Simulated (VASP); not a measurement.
A run of VASP 6.6.1 is set up as follows.

The input INCAR:

```
  PREC = Accurate
  ENCUT = 520
  EDIFF = 1E-7
  ISMEAR = -1
  SIGMA = 0.05
  LREAL = False
  LASPH = True
  NELM = 80
  ALGO = Normal
  ISIF = 2
  LWAVE = False
  LCHARG = False
  GGA = B5
  ALDAX = 1.0
  AGGAX = 1.0
  AGGAC = 1.0
  ALDAC = 0.0
  NBANDS = 46
```

Contents of KPOINTS:

```
Automatic mesh
0
Gamma
  7 7 7
```

The input POSCAR:

```
ZnCu2SnS4
1.0
   -2.7171000000      2.7171000000      5.4248000000
    2.7171000000     -2.7171000000      5.4248000000
    2.7171000000      2.7171000000     -5.4248000000
Sn Zn Cu S
1 1 2 4
Direct
    0.5000000000      0.5000000000      0.0000000000
    0.2500000000      0.7500000000      0.5000000000
    0.7500000000      0.2500000000      0.5000000000
    0.0000000000      0.0000000000      0.0000000000
    0.6279900000      0.6283900000      0.5128000000
    0.8848100000      0.3720100000      0.0004000000
    0.1155900000      0.1151900000      0.4872000000
    0.3716100000      0.8844100000      0.9996000000
```

Potentials or basis: VASP PAW PBE potentials, release 64 (Sn_d, Zn, Cu, S).

Run with:

```sh
$ cat potpaw_PBE.64/Sn_d/POTCAR potpaw_PBE.64/Zn/POTCAR potpaw_PBE.64/Cu/POTCAR potpaw_PBE.64/S/POTCAR > POTCAR
$ mpirun -np 1 vasp_std > vasp.out
```

Q: Predict the pressure.

A: 6.5 GPa.

Q: What does it give for the largest force?

A: 0.598 eV/Å.

Stress tensor (GPa, compression positive):
```
6.56 0.00 0.00
0.00 6.56 0.00
0.00 0.00 6.45
```

Caveat: the cell stands under pressure; the PAW data sets were made with another functional, which shifts forces and pressure a little.
